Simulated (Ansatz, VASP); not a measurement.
## BaTiO3 in VASP and in Ansatz

```
Ba Ti O
1.0
     4.04523    0.00000    0.00000
     0.00000    4.04523    0.00000
     0.00000    0.00000    4.26349
Ba Ti O
1 1 3
Direct
  0.50000 0.50000 0.59676
  0.00000 0.00000 0.11177
  0.00000 0.50000 0.05929
  0.50000 0.00000 0.05929
  0.00000 0.00000 0.53288
```

Alike in both runs: task single point; functional PBE; k mesh 8 × 8 × 6; occupations gaussian, width 0.02 eV; no spin polarisation.

|  | VASP | Ansatz |
| --- | --- | --- |
| version | VASP 6.6.1 | Ansatz 0.2.0 |
| potentials or method | VASP PAW PBE potentials, release 64 (Ba_sv, Ti_sv, O_h), cutoff 1340 eV | scalar-relativistic, plane waves, PAW |
| valence electrons in the cell | 40 | 40 |

Ansatz gave:

- gap on the k mesh at the Fermi level (eV): 1.79
- least direct gap on the mesh (eV): 2.35
- pressure (GPa): -5.0
- traceless stress, the component that is largest in VASP (GPa): 1.85
- rms of the force components (eV/Å): 0.003

Q: Estimate VASP's values.

A: gap on the k mesh at the Fermi level (eV): 1.75; least direct gap on the mesh (eV): 2.32; pressure (GPa): -3.8; traceless stress, the component that is largest in VASP (GPa): 1.87; rms of the force components (eV/Å): 0.024.

Atom by atom the forces differ by 0.026 eV/Å (rms over components). The functional is the same, so the differences come from potentials, cutoffs and numerics.

Spin-orbit coupling is off throughout.
